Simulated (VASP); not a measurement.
A run of VASP 6.6.1 is set up as follows.

File POSCAR:

```
Al2O3
1.0
    4.7215339199      0.0000000000      0.0000000000
    0.0000000000      9.4166238658      0.0000000000
    0.0000000000      0.0000000000      2.9954281823
Al O
4 6
Direct
    0.4149577251      0.3307998761      0.5000000000
    0.5850422749      0.6692001239      0.5000000000
    0.9149577251      0.1692001239      0.0000000000
    0.0850422749      0.8307998761      0.0000000000
    0.7326465181      0.2226010545      0.5000000000
    0.0000000000      0.0000000000      0.0000000000
    0.7673534819      0.7226010545      0.0000000000
    0.2326465181      0.2773989455      0.0000000000
    0.2673534819      0.7773989455      0.5000000000
    0.5000000000      0.5000000000      0.5000000000
```

File INCAR.step1:

```
  PREC = Accurate
  ENCUT = 520
  ISMEAR = 0
  SIGMA = 0.05
  LREAL = F
  LASPH = T
  NELM = 60
  NBANDS = 35
  GGA = PE
  ALGO = Normal
  EDIFF = 1E-4
  LWAVE = T
  LCHARG = F
```

File INCAR.step2:

```
  PREC = Accurate
  ENCUT = 520
  EDIFF = 1E-6
  ISMEAR = 0
  SIGMA = 0.05
  LREAL = F
  LASPH = T
  NELM = 60
  ALGO = Normal
  ISIF = 2
  LWAVE = F
  LCHARG = T
  METAGGA = R2SCAN
  LMIXTAU = T
  LELF = T
  LVHAR = T
  NBANDS = 35
  ISTART = 1
```

KPOINTS

```
regular mesh
0
Gamma
  6 4 8
```

Potentials or basis: VASP PAW PBE potentials, release 64 (Al, O).

Run with:

```bash
$ cat potpaw_PBE.64/Al/POTCAR potpaw_PBE.64/O/POTCAR > POTCAR
$ cp INCAR.step1 INCAR
$ mpirun -np 1 vasp_std > vasp.out
$ cp INCAR.step2 INCAR
$ mpirun -np 1 vasp_std > vasp.out
```

(1) Estimate the band gap on the k mesh.

(2) Estimate the pressure.

Results:

(1) 4.31 eV.

(2) 1.5 GPa.

Caveat: the cell differs from its parent crystal (strain +0.0200 x Voigt [1, -1, 0, 0, 0, 0]); the PAW data sets were made with another functional, which shifts forces and pressure a little.
